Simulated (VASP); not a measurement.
# Ni (P6_3/mmc) in VASP: notebook, part 2 of 2

VASP 6.6.1. The steps go on from the part before.

## (3) Single point, r2SCAN, collinear spin, ferromagnetic start

This run uses another cell than the first one, of 11.42 Å³/atom.

POSCAR reads:

```
Ni
1.0
    2.6857546775      0.0000000000      0.0000000000
   -1.3428773387      2.3259317790      0.0000000000
    0.0000000000      0.0000000000      7.3148603004
Ni
4
Direct
    0.0000000000      0.0000000000      0.2500000000
    0.0000000000      0.0000000000      0.7500000000
    0.3333333333      0.6666666667      0.7500000000
    0.6666666667      0.3333333333      0.2500000000
```

INCAR.step1 reads:

```
SYSTEM = Ni
ALGO = Normal
EDIFF = 1E-4
ENCUT = 520
GGA = PE
ISMEAR = 0
ISPIN = 2
LASPH = .TRUE.
LCHARG = .FALSE.
LMAXMIX = 4
LREAL = .FALSE.
LWAVE = .TRUE.
MAGMOM = 2 2 2 2
NBANDS = 32
NELM = 150
PREC = Accurate
SIGMA = 0.1
```

INCAR.step2 reads:

```
SYSTEM = Ni
ALGO = Normal
EDIFF = 1E-7
ENCUT = 520
ISIF = 2
ISMEAR = 0
ISPIN = 2
ISTART = 1
LASPH = .TRUE.
LCHARG = .FALSE.
LMAXMIX = 4
LMIXTAU = .TRUE.
LORBIT = 11
LREAL = .FALSE.
LWAVE = .FALSE.
MAGMOM = 2 2 2 2
METAGGA = R2SCAN
NBANDS = 32
NELM = 150
PREC = Accurate
SIGMA = 0.1
```

KPOINTS reads:

```
k-points
0
G
  9 9 4
  0 0 0
```

Potentials or basis: VASP PAW PBE potentials, release 64 (Ni).

Started as:

```sh
> cat potpaw_PBE.64/Ni/POTCAR > POTCAR
> cp INCAR.step1 INCAR
> mpirun -np 1 vasp_std > vasp.out
> cp INCAR.step2 INCAR
> mpirun -np 1 vasp_std > vasp.out
```

OUTCAR:

```text
SYSTEM = Ni
   EDIFF = 1E-7
   ENCUT = 520
   ISIF = 2
   ISMEAR = 0
   ISPIN = 2
   ISTART = 1
   LASPH = .TRUE.
   LORBIT = 11
   LREAL = .FALSE.
   METAGGA = R2SCAN
   NELM = 150
   PREC = Accurate

 ion  position               nearest neighbor table
   1  0.000  0.000  0.250-   4 1.55   4 1.55   4 1.55
   2  0.000  0.000  0.750-   3 1.55   3 1.55   3 1.55
   3  0.333  0.667  0.750-   2 1.55   2 1.55   2 1.55
   4  0.667  0.333  0.250-   1 1.55   1 1.55   1 1.55

  LATTYP: Found a hexagonal cell.
 ALAT       =     2.6857546775
 C/A-ratio  =     2.7235772357

  Lattice vectors:

 A1 = (   2.6857546775,   0.0000000000,   0.0000000000)
 A2 = (  -1.3428773387,   2.3259317790,   0.0000000000)
 A3 = (   0.0000000000,   0.0000000000,   7.3148603004)

Analysis of symmetry for initial positions (statically):
=====================================================================
 Subroutine PRICEL returns:
 Original cell was already a primitive cell.

 Routine SETGRP: Setting up the symmetry group for a
 hexagonal supercell.

 Subroutine GETGRP returns: Found 24 space group operations
 (whereof 12 operations were pure point group operations)
 out of a pool of 24 trial point group operations.

The static configuration has the point symmetry D_3d.
 The point group associated with its full space group is D_6h.

Analysis of symmetry for dynamics (positions and initial velocities):
=====================================================================
 Subroutine PRICEL returns:
 Original cell was already a primitive cell.

 Routine SETGRP: Setting up the symmetry group for a
 hexagonal supercell.

 Subroutine GETGRP returns: Found 24 space group operations
 (whereof 12 operations were pure point group operations)
 out of a pool of 24 trial point group operations.

The dynamic configuration has the point symmetry D_3d.
 The point group associated with its full space group is D_6h.

Analysis of structural, dynamic, and magnetic symmetry:
=====================================================================
 Subroutine PRICEL returns:
 Original cell was already a primitive cell.

 Routine SETGRP: Setting up the symmetry group for a
 hexagonal supercell.

 Subroutine GETGRP returns: Found 24 space group operations
 (whereof 12 operations were pure point group operations)
 out of a pool of 24 trial point group operations.

The overall configuration has the point symmetry D_3d.
 The point group associated with its full space group is D_6h.

 Subroutine INISYM returns: Found 24 space group operations
 (whereof 12 operations are pure point group operations),
 and found     1 'primitive' translations

----------------------------------------------------------------------------------------

                                     Primitive cell

  volume of cell :      45.6951

  direct lattice vectors                    reciprocal lattice vectors
     2.685754677  0.000000000  0.000000000     0.372334826  0.214967612  0.000000000
    -1.342877339  2.325931779  0.000000000     0.000000000  0.429935224  0.000000000
     0.000000000  0.000000000  7.314860300     0.000000000  0.000000000  0.136708011

  length of vectors
     2.685754677  2.685754677  7.314860300     0.429935224  0.429935224  0.136708011

[... 83 lines left out ...]
   NELM   =    150;   NELMIN=  2; NELMDL=  0     # of ELM steps
   EDIFF  = 0.1E-06   stopping-criterion for ELM
   LREAL  =      F    real-space projection
   EDIFFG = 0.1E-05   stopping-criterion for IOM
   NSW    =      0    number of steps for IOM
   IBRION =     -1    ionic relax: 0-MD 1-quasi-New 2-CG
   NFREE  =      0    steps in history (QN), initial steepest desc. (CG)
   ISIF   =      2    stress and relaxation
   ISYM   =      2    0-nonsym 1-usesym 2-fastsym
   POTIM  = 0.5000    time-step for ionic-motion
   TEBEG  =    0.0;   TEEND  =   0.0 temperature during run
   PSTRESS=    0.0 pullay stress
   NELECT =      40.0000    total number of electrons
   NUPDOWN=      -1.0000    fix difference up-down
   EMIN   =  10.00;   EMAX   =-10.00  energy-range for DOS
   EFERMI =   0.00;   METHOD = LEGACY
   ISMEAR =     0;   SIGMA  =   0.10  broadening in eV -4-tet -1-fermi 0-gaus
   EFERMI_NEDOS =   21; number of points for ismear=-14 and -15
   IALGO  =     38    algorithm
   IMIX   =      4    mixing-type and parameters
     AMIX     =   0.40;   BMIX     =  1.00
     AMIX_MAG =   1.60;   BMIX_MAG =  1.00
  volume/ion in A,a.u.               =      11.42        77.09
  Fermi-wavevector in a.u.,A,eV,Ry     =   1.566048  2.959401 33.368371  2.452506
  Thomas-Fermi vector in A             =   2.668434
   LORBIT       =     11    0 simple, 1 ext, 2 COOP (PROOUT), +10 PAW based schemes
   METAGGA = R2SCAN    functional components
   LHFCALC =     F    Hartree Fock is set to
   AEXX    =    0.0000 exact exchange contribution
   IVDW    =     0    specifies the selected vdW correction
   LEPSILON=     F    determine dielectric tensor
   LRPA    =     F    only Hartree local field effects (RPA)
 spin polarized calculation
 Gauss-broadening in eV      SIGMA  =   0.10
  energy-cutoff  :      520.00
  volume of cell :       45.70
 maximum number of plane-waves:      1260
 NGX is ok and might be reduce to    20
   NGX =  9   NGY =  9   NGZ = 27

 number of electron      40.0000008 magnetization       2.3488342

 Free energy of the ion-electron system (eV)
  ---------------------------------------------------
  ext. energy  EPLUGINS =         0.00000000
  ---------------------------------------------------
  free energy    TOTEN  =       -11.74653997 eV

  energy without entropy =      -11.73332808  energy(sigma->0) =      -11.73993402

 E-fermi :   9.1060     XC(G=0): -12.9282

 val. band max:        9.0947259074   @ k =   0.4444   0.1111   0.5000
 cond. band min:       9.2118772366   @ k =   0.4444   0.1111   0.5000
 fundamental gap:      0.1171513292
 Fermi energy:         9.1060352763

 spin component 1

 k-point     1 :       0.0000    0.0000    0.0000
  band No.  band energies     occupation
      1      -0.2215      1.00000
      2       0.0233      1.00000
      3       1.9413      1.00000
      4       2.1401      1.00000
      5       2.1401      1.00000
      6       2.1563      1.00000
[... 829 lines left out ...]
     31      21.9640      0.00000
     32      21.9640      0.00000

 [... further k-points ...]

 spin component 2

 k-point     1 :       0.0000    0.0000    0.0000
  band No.  band energies     occupation
      1      -0.1183      1.00000
      2       0.1951      1.00000
      3       2.0451      1.00000
      4       3.1348      1.00000
      5       3.1348      1.00000
      6       3.1397      1.00000
[... 829 lines left out ...]
     31      22.1934      0.00000
     32      22.1934      0.00000

 [... further k-points ...]

------------------------ aborting loop because EDIFF is reached ----------------------------------------

  FORCE on cell =-STRESS in cart. coord.  units (eV):
  Direction    XX          YY          ZZ          XY          YZ          ZX
  --------------------------------------------------------------------------------------
  -------------------------------------------------------------------------------------
  Total      111.7353398    111.7353398     -1.0228434      0.0000000      0.0000000     -0.0000000
  in kB     3917.7055038   3917.7055037    -35.8633094      0.0000001      0.0000000     -0.0000000
  external PRESSURE =    2599.8492327 kB  Pullay stress =       0.0000000 kB

 VOLUME and BASIS-vectors are now :
 -----------------------------------------------------------------------------
  energy-cutoff  :      520.00
  volume of cell :       45.70
      direct lattice vectors                 reciprocal lattice vectors
     2.685754677  0.000000000  0.000000000     0.372334826  0.214967612  0.000000000
    -1.342877339  2.325931779  0.000000000     0.000000000  0.429935224  0.000000000
     0.000000000  0.000000000  7.314860300     0.000000000  0.000000000  0.136708011

 POSITION                                       TOTAL-FORCE (eV/Angst)
 -----------------------------------------------------------------------------------
      0.00000      0.00000      1.82872        -0.000000      0.000000      0.000000
      0.00000      0.00000      5.48615         0.000000     -0.000000     -0.000000
     -0.00000      1.55062      5.48615        -0.000000      0.000000     -0.000000
      1.34288      0.77531      1.82872         0.000000     -0.000000      0.000000
 -----------------------------------------------------------------------------------
    total drift:                                0.000000     -0.000000     -0.000000

  FREE ENERGIE OF THE ION-ELECTRON SYSTEM (eV)
  ---------------------------------------------------
  free  energy   TOTEN  =       -11.7465399667 eV

  energy  without entropy=      -11.7333280770  energy(sigma->0) =      -11.73993402

 total charge

# of ion       s       p       d       tot
------------------------------------------
    1        0.839   0.860   9.162  10.861
    2        0.839   0.860   9.162  10.861
    3        0.840   0.857   9.162  10.859
    4        0.840   0.857   9.162  10.859
--------------------------------------------------
tot          3.359   3.434  36.648  43.441

 magnetization (x)

# of ion       s       p       d       tot
------------------------------------------
    1        0.001  -0.013   0.580   0.568
    2        0.001  -0.013   0.580   0.568
    3        0.002  -0.013   0.579   0.568
    4        0.002  -0.013   0.579   0.568
--------------------------------------------------
tot          0.006  -0.051   2.318   2.273
```

It took 6.6 min on 1 thread of AMD EPYC 9R14 (Zen 4), shared host; peak memory 0.19 GiB.

What came out:

```yaml
Free_energy: -11.7465 eV
Pressure: 260.0 GPa
Net_moment: 2.35 μB per cell
Site_moments: Ni +0.57 μB
```

Levels at points of the mesh, in eV from the Fermi level:
Spin up:
| k point | band 20 | band 21 | band 22 | band 23 | band 24 | band 25 |
| --- | --- | --- | --- | --- | --- | --- |
| (0.00, 0.00, 0.00) | -1.79 | -1.79 | -0.95 | -0.91 | 1.79 | 9.10 |
| (0.00, 0.00, 0.50) | -1.80 | -0.93 | -0.93 | -0.79 | -0.79 | 12.66 |
Spin down:
```
           k point  band 17  band 18  band 19  band 20  band 21  band 22  band 23  band 24
(0.00, 0.00, 0.00)    -3.65    -0.59    -0.55    -0.31    -0.31    -0.29    -0.29     1.75
(0.00, 0.00, 0.50)    -0.82    -0.82    -0.57    -0.57    -0.30    -0.30    -0.30    -0.30
```

Caveat: atoms lie so close that the PAW spheres overlap strongly, which falsifies energies and pressures; the cell stands under pressure; the PAW data sets were made with another functional, which shifts forces and pressure a little.

## (4) Single point, r2SCAN, collinear spin, ferromagnetic start

This run uses another cell than the first one, of 13.64 Å³/atom.

POSCAR reads:

```
Ni
1.0
    3.8460031965      0.0000000000      0.0000000000
   -1.9230015982      3.3307364712      0.0000000000
    0.0000000000      0.0000000000      4.2593471908
Ni
4
Direct
    0.0000000000      0.0000000000      0.2500000000
    0.0000000000      0.0000000000      0.7500000000
    0.3333333333      0.6666666667      0.7500000000
    0.6666666667      0.3333333333      0.2500000000
```

INCAR.step1 reads:

```
SYSTEM = Ni
  PREC = Accurate
  ENCUT = 520
  ISMEAR = 0
  SIGMA = 0.1
  LREAL = .FALSE.
  LASPH = .TRUE.
  NELM = 150
  ISPIN = 2
  MAGMOM = 0.53 0.53 0.53 0.53
  LMAXMIX = 4
  NBANDS = 32
  GGA = PE
  ALGO = Normal
  EDIFF = 1E-4
  LWAVE = .TRUE.
  LCHARG = .FALSE.
```

INCAR.step2 reads:

```
SYSTEM = Ni
  PREC = Accurate
  ENCUT = 520
  EDIFF = 1E-6
  ISMEAR = 0
  SIGMA = 0.1
  LREAL = .FALSE.
  LASPH = .TRUE.
  NELM = 150
  ALGO = Normal
  ISIF = 2
  LWAVE = .FALSE.
  LCHARG = .FALSE.
  ISPIN = 2
  MAGMOM = 0.53 0.53 0.53 0.53
  LORBIT = 11
  LMAXMIX = 4
  METAGGA = R2SCAN
  LMIXTAU = .TRUE.
  NBANDS = 32
  ISTART = 1
```

KPOINTS reads:

```
Automatic mesh
0
G
  9 9 4
  0 0 0
```

Potentials or basis: VASP PAW PBE potentials, release 64 (Ni).

Started as:

```sh
> cat potpaw_PBE.64/Ni/POTCAR > POTCAR
> cp INCAR.step1 INCAR
> mpirun -np 1 vasp_std > vasp.out
> cp INCAR.step2 INCAR
> mpirun -np 1 vasp_std > vasp.out
```

OUTCAR:

```text
SYSTEM = Ni
   PREC = Accurate
   ENCUT = 520
   EDIFF = 1E-6
   ISMEAR = 0
   LREAL = .FALSE.
   LASPH = .TRUE.
   NELM = 150
   ISIF = 2
   ISPIN = 2
   LORBIT = 11
   METAGGA = R2SCAN
   ISTART = 1

 ion  position               nearest neighbor table
   1  0.000  0.000  0.250-   2 2.13   2 2.13   4 2.22   4 2.22   4 2.22   3 3.08   3 3.08   3 3.08
                             3 3.08   3 3.08   3 3.08
   2  0.000  0.000  0.750-   1 2.13   1 2.13   3 2.22   3 2.22   3 2.22   4 3.08   4 3.08   4 3.08
                             4 3.08   4 3.08   4 3.08
   3  0.333  0.667  0.750-   2 2.22   2 2.22   2 2.22   1 3.08   1 3.08   4 3.08   4 3.08   4 3.08
                             4 3.08   1 3.08   1 3.08   1 3.08   1 3.08   4 3.08   4 3.08
   4  0.667  0.333  0.250-   1 2.22   1 2.22   1 2.22   2 3.08   2 3.08   3 3.08   3 3.08   3 3.08
                             3 3.08   2 3.08   2 3.08   2 3.08   2 3.08   3 3.08   3 3.08

[... 1921 lines left out ...]
 -----------------------------------------------------------------------------------
      0.00000      0.00000      1.06484         0.000000      0.000000     -0.000000
      0.00000      0.00000      3.19451        -0.000000     -0.000000     -0.000000
     -0.00000      2.22049      3.19451        -0.000000     -0.000000      0.000000
      1.92300      1.11025      1.06484         0.000000      0.000000     -0.000000
 -----------------------------------------------------------------------------------
    total drift:                                0.000000     -0.000000     -0.000000

  FREE ENERGIE OF THE ION-ELECTRON SYSTEM (eV)
  ---------------------------------------------------
  free  energy   TOTEN  =       -43.7923745354 eV

  energy  without entropy=      -43.7537943558  energy(sigma->0) =      -43.77308445

 total charge

# of ion       s       p       d       tot
------------------------------------------
    1        0.605   0.494   8.375   9.474
    2        0.605   0.494   8.375   9.474
    3        0.453   0.349   8.352   9.154
    4        0.453   0.349   8.352   9.154
--------------------------------------------------
tot          2.116   1.686  33.455  37.256

 magnetization (x)

# of ion       s       p       d       tot
------------------------------------------
    1       -0.004  -0.035   0.907   0.868
    2       -0.004  -0.035   0.907   0.868
    3        0.002  -0.017   0.795   0.779
    4        0.002  -0.017   0.795   0.779
--------------------------------------------------
tot         -0.006  -0.104   3.403   3.293
```

OUTCAR.step1:

```text
SYSTEM = Ni
   PREC = Accurate
   ENCUT = 520
   ISMEAR = 0
   LREAL = .FALSE.
   LASPH = .TRUE.
   NELM = 150
[... 1937 lines left out ...]
      0.00000      0.00000      3.19451        -0.000000     -0.000000      0.000000
     -0.00000      2.22049      3.19451         0.000000     -0.000000      0.000000
      1.92300      1.11025      1.06484        -0.000000      0.000000     -0.000000
 -----------------------------------------------------------------------------------
    total drift:                                0.000000     -0.000000     -0.000000

  FREE ENERGIE OF THE ION-ELECTRON SYSTEM (eV)
  ---------------------------------------------------
  free  energy   TOTEN  =       -18.1293411481 eV

  energy  without entropy=      -18.0827195979  energy(sigma->0) =      -18.10603037
```

Wall time 10 min (1 thread of AMD EPYC 9R14 (Zen 4), shared host); peak memory 0.23 GiB.

Results:

| Item | Value |
| --- | --- |
| Free energy | -43.7924 eV |
| Pressure | 0.0 GPa |
| Net moment | 3.25 μB per cell |
| Site moments | Ni +0.87, +0.78 (each value once) μB |
| Valence electrons inside the program's atomic spheres | Ni 9.47, 9.15 (each value once) |

Caveat: the k points lie up to 0.37 Å⁻¹ apart; the PAW data sets were made with another functional, which shifts forces and pressure a little.

## (5) The runs side by side

```tsv
cell	k mesh	gap on the mesh (eV)	pressure (GPa)	moment (μB)
a = 3.113, b = 3.113, c = 5.137 Å, angles 90.0, 90.0, 120.0°, 4 atoms, atomic positions A	6 × 6 × 4	none	95.7	3.10
a = 2.686, b = 2.686, c = 7.315 Å, angles 90.0, 90.0, 120.0°, 4 atoms, atomic positions B	9 × 9 × 4	none	260.0	2.35
a = 3.846, b = 3.846, c = 4.259 Å, angles 90.0, 90.0, 120.0°, 4 atoms, atomic positions B	9 × 9 × 4	none	0.0	3.25
```

Alike in all rows: task single point; level r2SCAN; potentials or basis VASP PAW PBE potentials, release 64 (Ni); spin collinear, ferromagnetic start; cutoff (eV) 520; smearing gaussian 0.1 eV.

Caveats: some runs use coarse meshes; the PAW data sets were made with another functional, which shifts forces and pressure a little; atoms lie so close that the PAW spheres overlap strongly, which falsifies energies and pressures (at least some runs); the cell stands under pressure (at least some runs).

Absolute energies hang on the potentials; compare differences alone.
